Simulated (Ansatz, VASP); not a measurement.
Two plane-wave programs on MgO

The input POSCAR:

```
MgO
1.0
    2.9380209034      0.0000000000      0.0000000000
   -1.4690104517      2.5444007392      0.0000000000
    0.0000000000      0.0000000000      2.6796800000
Mg O
1 1
Direct
    0.0000000000      0.0000000000      0.0000000000
    0.3333333333      0.6666666667      0.5000000000
```

The input INCAR.step1:

```
ALGO = Normal ; EDIFF = 1E-5
ENCUT = 600 ; GGA = PE
ISMEAR = -1 ; LASPH = True
LCHARG = False ; LREAL = False
LWAVE = True ; NBANDS = 11
NELM = 100 ; PREC = Accurate
SIGMA = 0.05
```

File INCAR.step2:

```
ALGO = Normal ; EDIFF = 1E-7
EDIFFG = -0.01 ; ENCUT = 600
GGA = PE ; HFSCREEN = 0.2079
IBRION = 2 ; ISIF = 3
ISMEAR = -1 ; ISTART = 1
LASPH = True ; LCHARG = False
LHFCALC = True ; LREAL = False
LWAVE = False ; NELM = 100
NSW = 60 ; PREC = Accurate
PRECFOCK = Normal ; SIGMA = 0.05
```

File KPOINTS:

```
k-points
0
Gamma
  5 5 5
```

File input:

```
crystal:
  lattice:
    - [2.9380209034, 0.0, 0.0]
    - [-1.4690104517, 2.5444007392, 0.0]
    - [0.0, 0.0, 2.67968]
  atoms:
    - { symbol: Mg, position: [0.0, 0.0, 0.0] }
    - { symbol: O, position: [0.3333333333, 0.6666666667, 0.5] }
hamiltonian:
  xc: hse06
  pseudopotentials: { kind: paw }
kpoints:
  mp_grid: { grid: [5, 5, 5] }
scf:
  occupations: { method: fermi_dirac, width: 0.05 }
output:
  forces: true
  stress: true
  eigenvalues: true
  write_density: true
  write_potential: true
  elf: true
  volumetric_format: npy
relax:
  f_tol: 0.01
  max_steps: 40
  cell: { stress_tol: 0.05 }
```

Alike in both runs: task relaxation of cell and atoms; functional HSE06; k mesh 5 × 5 × 5; occupations fermi-dirac, width 0.05 eV; no spin polarisation.

|  | VASP | Ansatz |
| --- | --- | --- |
| version | VASP 6.6.1 | Ansatz 0.2.0 |
| potentials or method | VASP PAW PBE potentials, release 64 (Mg, O) | Ansatz PAW |
| plane-wave cutoff (eV) | 600 | 420 |
| valence electrons in the cell | 8 | 16 |

```tsv
	VASP	Ansatz	Ansatz less VASP
gap on the k mesh at the Fermi level, each at its own relaxed structure (eV)	4.95	4.96	+0.008
relaxed volume (Å³/atom)	9.59	9.63	+0.037
relaxed cell length with the largest relative difference (Å)	2.896	2.900	+0.0039
```

VASP's potentials hold 8 valence electrons a cell and Ansatz's 16, so a difference there can come from the potentials and not from the codes.

The k mesh is coarse, so the values compare programs but aren't converged. Noted on Ansatz's run: odd divisions of the mesh miss points on the zone boundary, where band edges often lie, so the gap on the mesh can be too wide; the plane-wave basis is chosen anew once the cell has moved, so the energies of steps on either side of that aren't comparable.
